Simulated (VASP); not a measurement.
A run of VASP 6.6.1:

The input INCAR:

```
PREC = Accurate
ENCUT = 520
EDIFF = 1E-6
ISMEAR = 0
SIGMA = 0.1
LREAL = F
LASPH = T
NELM = 80
ALGO = Fast
ISIF = 2
LWAVE = F
LCHARG = F
GGA = PS
NBANDS = 8
```

File KPOINTS:

```
Automatic mesh
0
Gamma
  18 18 18
```

POSCAR

```
Al
1.0
    0.0000000000      1.9595971962      1.9595971962
    1.9595971962      0.0000000000      1.9595971962
    1.9595971962      1.9595971962      0.0000000000
Al
1
Direct
    0.0000000000      0.0000000000      0.0000000000
```

Potentials or basis: VASP PAW PBE potentials, release 64 (Al).

The run is started by

```sh
$ cat potpaw_PBE.64/Al/POTCAR > POTCAR
$ mpirun -np 1 vasp_std > vasp.out
```

Hardware: 1 thread of Intel(R) Xeon(R) Platinum 8259CL CPU @ 2.50GHz (Skylake/Cascade Lake), with other jobs on the host.

**Question.** How long does it take, and how much memory?

**Answer.** Run time: 22 s on 1 thread of Intel(R) Xeon(R) Platinum 8259CL CPU @ 2.50GHz (Skylake/Cascade Lake) (shared host), peak memory 0.14 GiB. Counts: scf iterations 11, k points 195.
